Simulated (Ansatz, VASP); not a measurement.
# Two plane-wave programs on TaN

File POSCAR:

```
TaN
1.0
    2.9016586661      0.0000000000      0.0000000000
   -1.4508293331      2.5129101180      0.0000000000
    0.0000000000      0.0000000000      5.8915240713
Ta N
2 2
Direct
    0.0000000000      0.0000000000      0.0000000000
    0.0000000000      0.0000000000      0.5000000000
    0.3333333333      0.6666666667      0.2500000000
    0.6666666667      0.3333333333      0.7500000000
```

INCAR.step1

```
PREC = Accurate
ENCUT = 520
ISMEAR = 0
SIGMA = 0.15
LREAL = False
LASPH = True
NELM = 60
NBANDS = 24
GGA = PE
ALGO = Normal
EDIFF = 1E-4
LWAVE = True
LCHARG = False
```

Contents of INCAR.step2:

```
PREC = Accurate
ENCUT = 520
EDIFF = 1E-6
ISMEAR = 0
SIGMA = 0.15
LREAL = False
LASPH = True
NELM = 60
ALGO = Normal
ISIF = 2
LWAVE = False
LCHARG = False
METAGGA = R2SCAN
LMIXTAU = True
NBANDS = 24
ISTART = 1
```

KPOINTS

```
regular mesh
0
Gamma
  24 24 10
```

Input for Ansatz:

```yaml
crystal:
  lattice:
    - [2.9016586661, 0.0, 0.0]
    - [-1.4508293331, 2.512910118, 0.0]
    - [0.0, 0.0, 5.8915240713]
  atoms:
    - { symbol: Ta, position: [0.0, 0.0, 0.0] }
    - { symbol: Ta, position: [0.0, 0.0, 0.5] }
    - { symbol: "N", position: [0.3333333333, 0.6666666667, 0.25] }
    - { symbol: "N", position: [0.6666666667, 0.3333333333, 0.75] }
basis:
  ecutwfc: 500
kpoints:
  mp_grid: { grid: [24, 24, 10] }
hamiltonian:
  xc: r2scan
scf:
  occupations: { method: gaussian, width: 0.15 }
output:
  forces: true
  stress: true
  eigenvalues: true
  write_density: true
  write_potential: true
  elf: true
  volumetric_format: npy
```

Alike in both runs: task single point; functional r2SCAN; k mesh 24 × 24 × 10; occupations gaussian, width 0.15 eV; no spin polarisation.

|  | VASP | Ansatz |
| --- | --- | --- |
| version | VASP 6.6.1 | Ansatz 0.2.0 |
| potentials or method | VASP PAW PBE potentials, release 64 (Ta_pv, N), cutoff 520 eV | scalar-relativistic, plane waves, PAW |
| valence electrons in the cell | 32 | 36 |

Ansatz gave:

* gap on the k mesh at the Fermi level (eV): none
* pressure (GPa): 0.0
* traceless stress, the component that is largest in VASP (GPa): -0.21

**Question.** What did VASP give for the same quantities?

**Answer.** gap on the k mesh at the Fermi level (eV): none; pressure (GPa): 1.8; traceless stress, the component that is largest in VASP (GPa): -0.01.

VASP's potentials were made for PBE, not for r2SCAN. A gap of «none» marks a metal or a gap that the smearing closes. VASP's potentials hold 32 valence electrons a cell and Ansatz's 36, so a difference there can come from the potentials and not from the codes.

Spin-orbit coupling is off throughout.
